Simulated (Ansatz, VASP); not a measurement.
## GaN in VASP and in Ansatz

INCAR

```
SYSTEM = GaN
  PREC = Accurate
  ENCUT = 520
  EDIFF = 1E-6
  ISMEAR = 0
  SIGMA = 0.01
  LREAL = .FALSE.
  LASPH = .TRUE.
  NELM = 150
  ALGO = Normal
  ISIF = 2
  LWAVE = .FALSE.
  LCHARG = .FALSE.
  MAGMOM = 0 0 0 0 0 0
  LORBIT = 11
  LSORBIT = .TRUE.
  GGA_COMPAT = .FALSE.
  LORBMOM = .TRUE.
  GGA = PS
  NBANDS = 30
```

The input KPOINTS:

```
Automatic mesh
0
G
  10 10 10
  0 0 0
```

POSCAR

```
GaN
1.0
    2.2941200172      2.2941200172      0.0000000000
   -2.2941200172      2.2941200172      0.0000000000
    0.0000000000      2.2941200172      2.1986328681
Ga N
1 1
Direct
    0.0000000000      0.0000000000      0.0000000000
    0.2500000000      0.7500000000      0.5000000000
```

Input for Ansatz:

```yaml
crystal:
  lattice:
    - [2.29412001724, 2.29412001724, 0.0]
    - [-2.29412001724, 2.29412001724, 0.0]
    - [0.0, 2.29412001724, 2.19863286812]
  atoms:
    - { symbol: Ga, position: [0.0, 0.0, 0.0] }
    - { symbol: "N", position: [0.25, 0.75, 0.5] }
kpoints:
  mp_grid: { grid: [10, 10, 10] }
scf:
  occupations: { method: fixed }
  convergence: { dr2_threshold: 1.0e-10 }
hamiltonian:
  xc: pbesol
  pseudopotentials: { kind: all_electron, lapw: { basis_error: 0.0005 } }
magnetization:
  noncollinear: true
  spin_orbit: true
output:
  forces: true
  stress: true
  eigenstates:
    kpoints:
      - [0.0, 0.0, 0.0]
      - [-0.5, -0.5, -0.5]
      - [-0.5, 0.5, 0.0]
      - [0.0, 0.0, -0.5]
      - [0.0, -0.5, -0.5]
      - [0.0, 0.5, 0.0]
      - [-0.5, 0.0, 0.0]
      - [-0.5, 0.0, -0.5]
  eigenvalues: true
```

Change from the starting cell: film at in-plane strain +0.02.

Alike in both runs: task single point; functional PBEsol; k mesh 10 × 10 × 10; non-collinear spin, spin-orbit coupling.

|  | VASP | Ansatz |
| --- | --- | --- |
| version | VASP 6.6.1 | Ansatz 0.2.0 |
| potentials or method | VASP PAW PBE potentials, release 64 (Ga_d, N), cutoff 520 eV | all-electron LAPW |
| occupations | gaussian, width 0.01 eV | fixed |

VASP gave:

| Quantity | Value |
| --- | --- |
| pressure (GPa) | -3.6 |
| traceless stress, the component that is largest in VASP (GPa) | 3.23 |
| net moment per atom (μB) | 0.00 |

Which values does Ansatz return?

Pressure (GPa): -3.2; traceless stress, the component that is largest in VASP (GPa): 3.21; net moment per atom (μB): 0.00.

VASP's potentials were made for PBE, not for PBEsol. Ansatz ran all-electron here, and VASP with PAW potentials.
